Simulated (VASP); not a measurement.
# PN (P2_1/c) in VASP: single point with PBE

Aim: the single point of PN with PBE.

All numbers are computed with VASP 6.6.1; they aren't measurements. Logs are shortened: lines on timing, memory, paths and dates and some standing lists are left out, and cuts for length are marked.

**1. The cell of the first run**

Symmetry: P2_1/c, No. 14, monoclinic system. The conventional cell has a = 3.488 Å, b = 6.055 Å, c = 4.469 Å, α = 90.00°, β = 120.69°, γ = 90.00°. Within 2.4 Å of P (site symmetry 1) lie 3 N at 1.74 to 1.81 Å and 2 P at 2.28 to 2.31 Å. Within 2.3 Å of N (site symmetry 1) lie 3 P at 1.74 to 1.81 Å and 1 N at 2.26 Å.

**2. Single point, PBE**

INCAR reads:

```
PREC = Accurate ; ENCUT = 520
EDIFF = 1E-6 ; ISMEAR = 0
SIGMA = 0.1 ; LREAL = False
LASPH = True ; NELM = 100
ALGO = Normal ; ISIF = 2
LWAVE = False ; LCHARG = False
GGA = PE ; NBANDS = 30
```

KPOINTS reads:

```
Automatic mesh
0
Gamma
  6 4 4
```

POSCAR reads:

```
PN
1.0
    3.4880409807      0.0000000000      0.0000000000
    0.0000000000      6.0550401361      0.0000000000
   -2.2803812113      0.0000000000      3.8428799849
P N
4 4
Direct
    0.8619702050      0.9370526499      0.6667258284
    0.8619702050      0.5629473501      0.1667258284
    0.1380297950      0.4370526499      0.8332741716
    0.1380297950      0.0629473501      0.3332741716
    0.8801935885      0.8343443456      0.0368648689
    0.8801935885      0.6656556544      0.5368648689
    0.1198064115      0.3343443456      0.4631351311
    0.1198064115      0.1656556544      0.9631351311
```

Potentials or basis: VASP PAW PBE potentials, release 64 (P, N).

Launch:

```console
$ cat potpaw_PBE.64/P/POTCAR potpaw_PBE.64/N/POTCAR > POTCAR
$ mpirun -np 1 vasp_std > vasp.out
```

OUTCAR:

```text
PREC = Accurate
   ENCUT = 520
   EDIFF = 1E-6
   ISMEAR = 0
   LREAL = False
   LASPH = True
   NELM = 100
   ISIF = 2
   GGA = PE

 ion  position               nearest neighbor table
   1  0.862  0.937  0.667-   5 1.74   6 1.75   8 1.81   4 2.28   4 2.31   4 2.73
   2  0.862  0.563  0.167-   6 1.74   5 1.75   7 1.81   3 2.28   3 2.31   3 2.73
   3  0.138  0.437  0.833-   7 1.74   8 1.75   6 1.81   2 2.28   2 2.31   2 2.73
   4  0.138  0.063  0.333-   8 1.74   7 1.75   5 1.81   1 2.28   1 2.31   1 2.73
   5  0.880  0.834  0.037-   1 1.74   2 1.75   4 1.81
   6  0.880  0.666  0.537-   2 1.74   1 1.75   3 1.81
   7  0.120  0.334  0.463-   3 1.74   4 1.75   2 1.81
   8  0.120  0.166  0.963-   4 1.74   3 1.75   1 1.81

  LATTYP: Found a simple monoclinic cell.
 ALAT       =     3.4880409807
 B/A-ratio  =     1.7359429461
 C/A-ratio  =     1.1548522229
 COS(beta)  =    -0.2998034357

  Lattice vectors:

 A1 = (   3.4880409807,   0.0000000000,   0.0000000000)
 A2 = (   0.0000000000,  -6.0550401361,   0.0000000000)
 A3 = (  -1.2076597694,   0.0000000000,  -3.8428799849)

Analysis of symmetry for initial positions (statically):
=====================================================================
 Subroutine PRICEL returns:
 Original cell was already a primitive cell.

 Routine SETGRP: Setting up the symmetry group for a
 simple monoclinic supercell.

 Subroutine GETGRP returns: Found  4 space group operations
 (whereof  2 operations were pure point group operations)
 out of a pool of  4 trial point group operations.

The static configuration has the point symmetry S_2 .
 The point group associated with its full space group is C_2h.

Analysis of symmetry for dynamics (positions and initial velocities):
=====================================================================
 Subroutine PRICEL returns:
 Original cell was already a primitive cell.

 Routine SETGRP: Setting up the symmetry group for a
 simple monoclinic supercell.

 Subroutine GETGRP returns: Found  4 space group operations
 (whereof  2 operations were pure point group operations)
 out of a pool of  4 trial point group operations.

The dynamic configuration has the point symmetry S_2 .
 The point group associated with its full space group is C_2h.

 Subroutine INISYM returns: Found  4 space group operations
 (whereof  2 operations are pure point group operations),
 and found     1 'primitive' translations

----------------------------------------------------------------------------------------

                                     Primitive cell

  volume of cell :      81.1625

  direct lattice vectors                    reciprocal lattice vectors
     3.488040981  0.000000000  0.000000000     0.286693879  0.000000000  0.170125359
     0.000000000  6.055040136  0.000000000     0.000000000  0.165151672  0.000000000
    -2.280381211  0.000000000  3.842879985     0.000000000  0.000000000  0.260221502

  length of vectors
     3.488040981  6.055040136  4.468541714     0.333370692  0.165151672  0.260221502

  position of ions in fractional coordinates (direct lattice)
     0.861970205  0.937052650  0.666725828
     0.861970205  0.562947350  0.166725828
     0.138029795  0.437052650  0.833274172
     0.138029795  0.062947350  0.333274172
     0.880193588  0.834344346  0.036864869
     0.880193588  0.665655654  0.536864869
     0.119806412  0.334344346  0.463135131
     0.119806412  0.165655654  0.963135131

  ion indices of the primitive-cell ions
   primitive index   ion index
                 1           1
                 2           2
                 3           3
                 4           4
                 5           5
                 6           6
                 7           7
                 8           8

----------------------------------------------------------------------------------------

 KPOINTS: Automatic mesh

Automatic generation of k-mesh.
 Grid dimensions read from file:
 generate k-points for:    6    4    4

 Generating k-lattice:

  Cartesian coordinates                     Fractional coordinates (reciprocal lattice)
     0.047782313  0.000000000  0.028354226     0.166666667  0.000000000  0.000000000
     0.000000000  0.041287918  0.000000000     0.000000000  0.250000000  0.000000000
     0.000000000  0.000000000  0.065055375     0.000000000  0.000000000  0.250000000

  Length of vectors
     0.055561782  0.041287918  0.065055375

  Shift w.r.t. Gamma in fractional coordinates (k-lattice)
     0.000000000  0.000000000  0.000000000

 Subroutine IBZKPT returns following result:
 ===========================================

 Found     42 irreducible k-points:

 Following reciprocal coordinates:
            Coordinates               Weight
  0.000000  0.000000  0.000000      1.000000
  0.166667  0.000000  0.000000      2.000000
  0.333333  0.000000 -0.000000      2.000000
  0.500000  0.000000 -0.000000      1.000000
  0.000000  0.250000  0.000000      2.000000
  0.166667  0.250000  0.000000      4.000000
[... 16 lines left out ...]
 -0.333333  0.250000  0.250000      4.000000
 -0.166667  0.250000  0.250000      4.000000
 [... further k-points ...]
   k-points           NKPTS =     42   k-points in BZ     NKDIM =     42   number of bands    NBANDS=     30
   number of dos      NEDOS =    301   number of ions     NIONS =      8
   total plane-waves  NPLWV =  48384
   dimension x,y,z NGX =    28 NGY =   48 NGZ =   36
   dimension x,y,z NGXF=    56 NGYF=   96 NGZF=   72
   ions per type =               4   4
   NGX,Y,Z   is equivalent  to a cutoff of  13.35, 13.18, 13.39 a.u.
   NGXF,Y,Z  is equivalent  to a cutoff of  26.69, 26.36, 26.79 a.u.
 SYSTEM =  unknown system
   PREC   = accura    normal or accurate (medium, high low for compatibility)
   ISTART =      0    job   : 0-new  1-cont  2-samecut
   ICHARG =      2    charge: 1-file 2-atom 10-const
   ISPIN  =      1    spin polarized calculation?
   LNONCOLLINEAR =      F non collinear calculations
   LSORBIT =      F    spin-orbit coupling
   LASPH  =      T    aspherical Exc in radial PAW
   ENCUT  =  520.0 eV  38.22 Ry    6.18 a.u.   6.49 11.26  8.31*2*pi/ulx,y,z
   NELM   =    100;   NELMIN=  2; NELMDL= -5     # of ELM steps
   EDIFF  = 0.1E-05   stopping-criterion for ELM
   LREAL  =      F    real-space projection
   EDIFFG = 0.1E-04   stopping-criterion for IOM
   NSW    =      0    number of steps for IOM
   IBRION =     -1    ionic relax: 0-MD 1-quasi-New 2-CG
   NFREE  =      0    steps in history (QN), initial steepest desc. (CG)
   ISIF   =      2    stress and relaxation
   ISYM   =      2    0-nonsym 1-usesym 2-fastsym
   POTIM  = 0.5000    time-step for ionic-motion
   TEBEG  =    0.0;   TEEND  =   0.0 temperature during run
   PSTRESS=    0.0 pullay stress
   NELECT =      40.0000    total number of electrons
   NUPDOWN=      -1.0000    fix difference up-down
   EMIN   =  10.00;   EMAX   =-10.00  energy-range for DOS
   EFERMI =   0.00;   METHOD = LEGACY
   ISMEAR =     0;   SIGMA  =   0.10  broadening in eV -4-tet -1-fermi 0-gaus
   EFERMI_NEDOS =   21; number of points for ismear=-14 and -15
   IALGO  =     38    algorithm
   IMIX   =      4    mixing-type and parameters
     AMIX     =   0.40;   BMIX     =  1.00
     AMIX_MAG =   1.60;   BMIX_MAG =  1.00
  volume/ion in A,a.u.               =      10.15        68.46
  Fermi-wavevector in a.u.,A,eV,Ry     =   1.293132  2.443666 22.751548  1.672192
  Thomas-Fermi vector in A             =   2.424797
   LORBIT       =      0    0 simple, 1 ext, 2 COOP (PROOUT), +10 PAW based schemes
   GGA     = PE    functional components
   LHFCALC =     F    Hartree Fock is set to
   AEXX    =    0.0000 exact exchange contribution
   IVDW    =     0    specifies the selected vdW correction
   LEPSILON=     F    determine dielectric tensor
   LRPA    =     F    only Hartree local field effects (RPA)
 non-spin polarized calculation
 Gauss-broadening in eV      SIGMA  =   0.10
  energy-cutoff  :      520.00
  volume of cell :       81.16
 maximum number of plane-waves:      2206
 NGX is ok and might be reduce to    28
   NGX = 13   NGY = 23   NGZ = 17

 number of electron      39.9999998 magnetization

 Free energy of the ion-electron system (eV)
  ---------------------------------------------------
  ext. energy  EPLUGINS =         0.00000000
  ---------------------------------------------------
  free energy    TOTEN  =       -54.34825644 eV

  energy without entropy =      -54.34825644  energy(sigma->0) =      -54.34825644

 E-fermi :  10.0854     XC(G=0): -11.5752

 val. band max:        9.5738442018   @ k =   0.0000   0.0000   0.0000
 cond. band min:      10.5934969453   @ k =   0.0000   0.0000   0.0000
 fundamental gap:      1.0196527436
 Fermi energy:        10.0854415542

 k-point     1 :       0.0000    0.0000    0.0000
  band No.  band energies     occupation
      1     -11.6492      2.00000
      2      -8.8456      2.00000
      3      -8.5950      2.00000
      4      -5.3488      2.00000
      5      -4.1731      2.00000
      6      -2.1446      2.00000
[... 22 lines left out ...]
     29      16.1149      0.00000
     30      16.3344      0.00000

 k-point     2 :       0.1667    0.0000    0.0000
  band No.  band energies     occupation
      1     -11.4505      2.00000
      2      -8.7357      2.00000
      3      -8.4906      2.00000
      4      -5.5054      2.00000
      5      -4.2025      2.00000
      6      -2.1387      2.00000
[... 22 lines left out ...]
     29      16.5434      0.00000
     30      17.0065      0.00000

 k-point     3 :       0.3333    0.0000   -0.0000
  band No.  band energies     occupation
      1     -10.9931      2.00000
      2      -8.5239      2.00000
      3      -8.2936      2.00000
      4      -5.7925      2.00000
      5      -3.9710      2.00000
      6      -2.4738      2.00000
[... 682 lines left out ...]
     29      16.9018      0.00000
     30      17.3385      0.00000

 k-point    24 :      -0.1667    0.2500    0.2500
  band No.  band energies     occupation
      1     -11.0939      2.00000
      2      -9.7168      2.00000
      3      -7.6249      2.00000
      4      -6.2230      2.00000
      5      -4.5305      2.00000
      6      -1.9072      2.00000
[... 22 lines left out ...]
     29      16.2242      0.00000
     30      16.3456      0.00000

 [... further k-points ...]

------------------------ aborting loop because EDIFF is reached ----------------------------------------

  FORCE on cell =-STRESS in cart. coord.  units (eV):
  Direction    XX          YY          ZZ          XY          YZ          ZX
  --------------------------------------------------------------------------------------
  -------------------------------------------------------------------------------------
  Total       -0.0756549     -0.6405608     -0.4299961      0.0000000      0.0000000      0.1908218
  in kB       -1.4934562    -12.6449030     -8.4882789      0.0000000      0.0000000      3.7668923
  external PRESSURE =      -7.5422127 kB  Pullay stress =       0.0000000 kB

 VOLUME and BASIS-vectors are now :
 -----------------------------------------------------------------------------
  energy-cutoff  :      520.00
  volume of cell :       81.16
      direct lattice vectors                 reciprocal lattice vectors
     3.488040981  0.000000000  0.000000000     0.286693879  0.000000000  0.170125359
     0.000000000  6.055040136  0.000000000     0.000000000  0.165151672  0.000000000
    -2.280381211  0.000000000  3.842879985     0.000000000  0.000000000  0.260221502

 POSITION                                       TOTAL-FORCE (eV/Angst)
 -----------------------------------------------------------------------------------
      1.48620      5.67389      2.56215        -0.004577     -0.043617      0.048383
      2.62639      3.40867      0.64071        -0.004577      0.043617      0.048383
     -1.41873      2.64637      3.20217         0.004577     -0.043617     -0.048383
     -0.27854      0.38115      1.28073         0.004577      0.043617     -0.048383
      2.98609      5.05199      0.14167         0.036260      0.001002      0.016186
      1.84589      4.03057      2.06311         0.036260     -0.001002      0.016186
     -0.63823      2.02447      1.77977        -0.036260      0.001002     -0.016186
     -1.77843      1.00305      3.70121        -0.036260     -0.001002     -0.016186
 -----------------------------------------------------------------------------------
    total drift:                               -0.000000      0.000000      0.000000

  FREE ENERGIE OF THE ION-ELECTRON SYSTEM (eV)
  ---------------------------------------------------
  free  energy   TOTEN  =       -54.3482564370 eV

  energy  without entropy=      -54.3482564370  energy(sigma->0) =      -54.34825644
```

Run time: 43 s. Hardware: 1 thread of Intel Xeon 6975P-C (Granite Rapids), shared host; peak memory 0.24 GiB.

Results:

- Free energy: -54.3483 eV
- Pressure: -0.8 GPa
- Largest force: 0.065 eV/Å
- Band gap on the k mesh: 1.02 eV

Forces on the atoms (eV/Å):
```
P   -0.005 -0.044  0.048
P   -0.005  0.044  0.048
P    0.005 -0.044 -0.048
P    0.005  0.044 -0.048
N    0.036  0.001  0.016
N    0.036 -0.001  0.016
N   -0.036  0.001 -0.016
N   -0.036 -0.001 -0.016
```

Stress tensor (GPa, compression positive):
```
-0.15  0.00  0.38
 0.00 -1.26  0.00
 0.38  0.00 -0.85
```

A k mesh can miss the band edges.
